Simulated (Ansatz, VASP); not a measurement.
TiO2: VASP beside Ansatz

INCAR

```
ALGO     = Normal         # electronic algorithm
EDIFF    = 1E-6           # SCF threshold, eV
ENCUT    = 520            # plane-wave cutoff, eV
GGA      = PE             # functional
ISIF     = 2              # what is computed and relaxed
ISMEAR   = 0              # smearing method
LASPH    = T              # aspherical terms in the spheres
LCHARG   = T              # write CHGCAR
LELF     = T              # ELF
LREAL    = F              # projectors in reciprocal space
LVHAR    = T            
LWAVE    = F              # write WAVECAR
NBANDS   = 46             # bands
NELM     = 100            # most SCF steps
PREC     = Accurate       # precision mode
SIGMA    = 0.011          # smearing width, eV
```

Contents of KPOINTS:

```
k-points
0
Gamma
  6 6 5
```

File POSCAR:

```
TiO2
1.0
    5.5822227355      0.0000000000      0.0000000000
   -2.7911113678      4.8343466985      0.0000000000
    0.0000000000      0.0000000000      6.0824678800
Ti O
3 6
Direct
    0.4669367500      0.0000000000      0.3333333333
    0.0000000000      0.4669367500      0.6666666667
    0.5330632500      0.5330632500      0.0000000000
    0.5810657200      0.8514331800      0.1206639333
    0.7296325400      0.1485668200      0.5460027333
    0.2703674600      0.4189342800      0.7873306000
    0.8514331800      0.5810657200      0.8793360667
    0.1485668200      0.7296325400      0.4539972667
    0.4189342800      0.2703674600      0.2126694000
```

Contents of input.yaml:

```yaml
crystal:
  lattice:
    - [5.5822227355, 0.0, 0.0]
    - [-2.7911113678, 4.8343466985, 0.0]
    - [0.0, 0.0, 6.08246788]
  atoms:
    - { symbol: Ti, position: [0.46693675, 0.0, 0.3333333333] }
    - { symbol: Ti, position: [0.0, 0.46693675, 0.6666666667] }
    - { symbol: Ti, position: [0.53306325, 0.53306325, 0.0] }
    - { symbol: O, position: [0.58106572, 0.85143318, 0.1206639333] }
    - { symbol: O, position: [0.72963254, 0.14856682, 0.5460027333] }
    - { symbol: O, position: [0.27036746, 0.41893428, 0.7873306] }
    - { symbol: O, position: [0.85143318, 0.58106572, 0.8793360667] }
    - { symbol: O, position: [0.14856682, 0.72963254, 0.4539972667] }
    - { symbol: O, position: [0.41893428, 0.27036746, 0.2126694] }
hamiltonian:
  xc: pbe
  pseudopotentials: { kind: paw }
kpoints:
  mp_grid: { grid: [6, 6, 5] }
scf:
  occupations: { method: gaussian, width: 0.011 }
output:
  forces: true
  stress: true
  eigenvalues: true
```

Alike in both runs: task single point; functional PBE; k mesh 6 × 6 × 5; occupations gaussian, width 0.011 eV; no spin polarisation.

|  | VASP | Ansatz |
| --- | --- | --- |
| version | VASP 6.6.1 | Ansatz 0.2.0 |
| potentials or method | VASP PAW PBE potentials, release 64 (Ti_sv, O) | Ansatz PAW |
| plane-wave cutoff (eV) | 520 | 420 |
| valence electrons in the cell | 72 | 72 |

VASP gave:

- gap on the k mesh at the Fermi level (eV): 3.61
- least direct gap on the mesh (eV): 3.62
- pressure (GPa): 1.9
- rms of the force components (eV/Å): 0.044

Q: What did Ansatz give for the same quantities?

A: gap on the k mesh at the Fermi level (eV): 3.64; least direct gap on the mesh (eV): 3.65; pressure (GPa): 1.5; rms of the force components (eV/Å): 0.024.

Atom by atom the forces differ by 0.020 eV/Å (rms over components).

Noted on Ansatz's run: odd divisions of the mesh miss points on the zone boundary, where band edges often lie, so the gap on the mesh can be too wide.
